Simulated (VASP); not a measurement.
Write the native input for VASP 6.6.1 that does the following.

- Task: single point
- Functional: PBE
- Potentials or basis: VASP PAW PBE potentials, release 64 (Si, B)
- Cutoff: 500 eV
- k mesh: 5 × 5 × 5
- Occupations: gaussian, width 0.2 eV
- Spin: no spin polarisation
- Dipole correction: no
- Further INCAR settings: ALGO = Normal; EDIFF = 1e-06; NBANDS = 18

The structure of SiB5 lies in POSCAR:

```
SiB5
1.0
   -2.0364093983      2.0364093983      3.2210940100
    2.0364093983     -2.0364093983      3.2210940100
    2.0364093983      2.0364093983     -3.2210940100
Si B
1 5
Direct
    0.5000000000      0.5000000000      0.0000000000
    0.6235274953      0.1235274953      0.5000000000
    0.1235274953      0.6235274953      0.5000000000
    0.3764725047      0.8764725047      0.5000000000
    0.8764725047      0.3764725047      0.5000000000
    0.0000000000      0.0000000000      0.0000000000
```

These files were run (other wordings do the same):

INCAR

```
PREC     = Accurate       # precision mode
ENCUT    = 500            # plane-wave cutoff, eV
EDIFF    = 1E-6           # SCF threshold, eV
ISMEAR   = 0              # smearing method
SIGMA    = 0.2            # smearing width, eV
LREAL    = False          # projectors in reciprocal space
LASPH    = True           # aspherical terms in the spheres
NELM     = 120            # most SCF steps
ALGO     = Normal         # electronic algorithm
ISIF     = 2              # what is computed and relaxed
LWAVE    = False          # write WAVECAR
LCHARG   = False          # write CHGCAR
GGA      = PE             # functional
NBANDS   = 18             # bands
GGA_COMPAT= False
```

KPOINTS

```
Automatic mesh
0
Gamma
  5 5 5
```

Potentials or basis: VASP PAW PBE potentials, release 64 (Si, B).

Launch:

```sh
$ cat potpaw_PBE.64/Si/POTCAR potpaw_PBE.64/B/POTCAR > POTCAR
$ mpirun -np 1 vasp_std > vasp.out
```

It gave:

```
Pressure      : 0.0 GPa
Largest force : 0.072 eV/Å
```

Caveat: the k points lie up to 0.44 Å⁻¹ apart.

Run time: 7.4 s on 1 thread of Intel(R) Xeon(R) 6975P-C (Granite Rapids) (shared host), peak memory 0.16 GiB.
